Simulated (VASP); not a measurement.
A run of VASP 6.6.1:

INCAR

```
  PREC = Accurate
  ENCUT = 520
  EDIFF = 1E-6
  ISMEAR = -1
  SIGMA = 0.05
  LREAL = False
  LASPH = True
  NELM = 80
  ALGO = Normal
  ISIF = 2
  LWAVE = False
  LCHARG = True
  GGA = PS
  LELF = True
  LVHAR = True
  NBANDS = 15
```

The input KPOINTS:

```
Automatic mesh
0
Gamma
  10 10 8
```

Contents of POSCAR:

```
HfB2
1.0
    3.1326790839      0.0000000000      0.0000000000
   -1.5663395419      2.7129796685      0.0000000000
    0.0000000000      0.0000000000      3.4792139900
Hf B
1 2
Direct
    0.0000000000      0.0000000000      0.0000000000
    0.3000000000      0.6500000000      0.5000000000
    0.7000000000      0.3500000000      0.5000000000
```

Potentials or basis: VASP PAW PBE potentials, release 64 (Hf_pv, B).

Run with:

```console
$ cat potpaw_PBE.64/Hf_pv/POTCAR potpaw_PBE.64/B/POTCAR > POTCAR
$ mpirun -np 1 vasp_std > vasp.out
```

Hardware: 1 thread of Intel(R) Xeon(R) Platinum 8559C (Emerald Rapids), with other jobs on the host.

Question: How long does it take, and how much memory?

Answer: It took 23 s on 1 thread of Intel(R) Xeon(R) Platinum 8559C (Emerald Rapids) (shared host), peak memory 0.19 GiB. Counts: scf iterations 13, k points 155.
